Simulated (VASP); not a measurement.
Wanted: the native input for a VASP 6.6.1 run.

```
Task                   : relaxation of cell and atoms
Functional             : PBEsol
Potentials or basis    : VASP PAW PBE potentials, release 64 (Ni)
Cutoff                 : 600 eV
k mesh                 : 26 × 26 × 26
Occupations            : gaussian, width 0.1 eV
Spin                   : no spin polarisation
Dipole correction      : no
Further INCAR settings : ALGO = Fast; EDIFF = 1e-07; IBRION = 2; EDIFFG = -0.01; NSW = 100; ISIF = 3
```

The structure of Ni lies in POSCAR:

```
Ni
1.0
    0.0000000000      2.0520687026      4.3197234927
    1.2159217432      0.0000000000      4.3197234927
    1.2159217432      2.0520687026      0.0000000000
Ni
2
Direct
    0.8682047863      0.8682047863      0.1317952137
    0.1317952137      0.1317952137      0.8682047863
```

One way to write it, as run:

INCAR

```
PREC = Accurate
ENCUT = 600
EDIFF = 1E-7
ISMEAR = 0
SIGMA = 0.1
LREAL = F
LASPH = T
NELM = 60
ALGO = Fast
ISIF = 3
LWAVE = F
LCHARG = F
GGA = PS
IBRION = 2
NSW = 100
EDIFFG = -0.01
KPAR = 4
```

KPOINTS

```
Automatic mesh
0
Gamma
  26 26 26
```

Potentials or basis: VASP PAW PBE potentials, release 64 (Ni).

Run with:

```sh
$ cat potpaw_PBE.64/Ni/POTCAR > POTCAR
$ mpirun -np 4 vasp_std > vasp.out
```

It gave:

```yaml
Relaxed_volume: 10.79 Å³/atom
Relaxed_cell: a = 4.778 Å, b = 4.483 Å, c = 2.387 Å, α = 82.03°, β = 68.32°, γ = 29.65°
Space_group_after_relaxing_to_0.1_Å: Fmmm (No. 69)
Energy_gained_by_relaxing: 0.1 meV/atom
Ionic_steps: 8
Pressure_after_relaxing: 0.1 GPa
Band_gap_on_the_k_mesh: zero (bands 10 and 11 overlap by 0.92 eV)
```

Caveat: the PAW data sets were made with another functional, which shifts forces and pressure a little; the run has no spin polarisation, though such a crystal can be magnetic.

It took 44 min on 4 MPI ranks on Oxide Virtual Turin-like Processor, on a shared host, peak memory 0.88 GiB a rank.
